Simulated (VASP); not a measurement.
Here is a VASP 6.6.1 calculation.

File INCAR:

```
PREC = Accurate
ENCUT = 520
EDIFF = 1E-7
ISMEAR = 0
SIGMA = 0.05
LREAL = False
LASPH = True
NELM = 150
ALGO = Normal
ISIF = 2
LWAVE = False
LCHARG = False
ISPIN = 2
MAGMOM = 1.32 -1.32 0 0
LORBIT = 11
LMAXMIX = 4
GGA = PE
NBANDS = 31
```

File KPOINTS:

```
Automatic mesh
0
Gamma
  10 10 5
```

File POSCAR:

```
NbTe
1.0
    0.0000000000      2.8581464073      2.8581464073
    5.7162928146      2.8581464073      2.8581464073
    5.7162928146      5.7162928146     -0.0000000001
Nb Te
2 2
Direct
    0.5000000000      0.5000000000      0.0000000000
    0.5000000000      0.5000000000      0.5000000000
    0.0000000000      0.0000000000      0.0000000000
    0.0000000000      0.0000000000      0.5000000000
```

Potentials or basis: VASP PAW PBE potentials, release 64 (Nb_sv, Te).

The run is started by

```sh
$ cat potpaw_PBE.64/Nb_sv/POTCAR potpaw_PBE.64/Te/POTCAR > POTCAR
$ mpirun -np 1 vasp_std > vasp.out
```

Q: Estimate the site moments.

A: Nb +1.13, -1.13; Te -0.01, +0.01 μB.

Q: Predict the band gap on the k mesh.

A: Zero (filled and empty bands overlap).

Q: Predict the net moment.

A: 0.00 μB per cell.

Q: Estimate the pressure.

A: 1.5 GPa.

Caveat: spin-orbit coupling is left out, which moves the levels of the heavy elements.
